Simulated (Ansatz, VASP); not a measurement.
## Two plane-wave programs on Ni

INCAR

```
ALGO = Normal ; EDIFF = 1E-6
EDIFFG = -0.005 ; ENCUT = 600
GGA = PE ; IBRION = 2
ISIF = 3 ; ISMEAR = 0
ISPIN = 2 ; LASPH = True
LCHARG = False ; LMAXMIX = 4
LORBIT = 11 ; LREAL = False
LWAVE = False ; MAGMOM = 0.84
NELM = 150 ; NSW = 100
PREC = Accurate ; SIGMA = 0.1
```

File KPOINTS:

```
k-points
0
Gamma
  20 20 20
```

Contents of POSCAR:

```
Ni
1.0
    0.0000000000      1.7599725270      1.7599725270
    1.7599725270      0.0000000000      1.7599725270
    1.7599725270      1.7599725270      0.0000000000
Ni
1
Direct
    0.0000000000      0.0000000000      0.0000000000
```

Input for Ansatz:

```yaml
crystal:
  lattice:
    - [0.0, 1.759972527, 1.759972527]
    - [1.759972527, 0.0, 1.759972527]
    - [1.759972527, 1.759972527, 0.0]
  atoms:
    - { symbol: Ni, position: [0.0, 0.0, 0.0], spin: 0.84 }
basis:
  ecutwfc: 420
kpoints:
  mp_grid: { grid: [20, 20, 20] }
hamiltonian:
  xc: pbe
scf:
  occupations: { method: gaussian, width: 0.1 }
output:
  forces: true
  stress: true
  eigenvalues: true
  populations: true
magnetization:
  spin_polarized: true
relax:
  adjacent_minimum: "off"
  f_tol: 0.005
  max_steps: 80
  cell: { stress_tol: 0.05 }
```

Alike in both runs: task relaxation of cell and atoms; functional PBE; k mesh 20 × 20 × 20; occupations gaussian, width 0.1 eV; collinear spin.

```csv
,VASP,Ansatz
version,VASP 6.6.1,Ansatz 0.2.0
potentials or method,"VASP PAW PBE potentials, release 64 (Ni), cutoff 600 eV","scalar-relativistic, plane waves, PAW"
valence electrons in the cell,10,18
```

|  | VASP | Ansatz | Ansatz less VASP |
| --- | --- | --- | --- |
| gap on the k mesh at the Fermi level, each at its own relaxed structure (eV) | none | none | - |
| net moment per atom (μB) | 0.63 | 0.64 | +0.010 |
| size of the moment on the site where the two differ most (μB) | 0.64 | 0.68 | +0.037 |
| relaxed volume (Å³/atom) | 10.88 | 10.89 | +0.009 |
| relaxed cell length with the largest relative difference (Å) | 2.487 | 2.488 | +0.0007 |

Site moments also hang on the region over which each program counts them. A gap of «none» marks a metal or a gap that the smearing closes. VASP's potentials hold 10 valence electrons a cell and Ansatz's 18, so a difference there can come from the potentials and not from the codes.
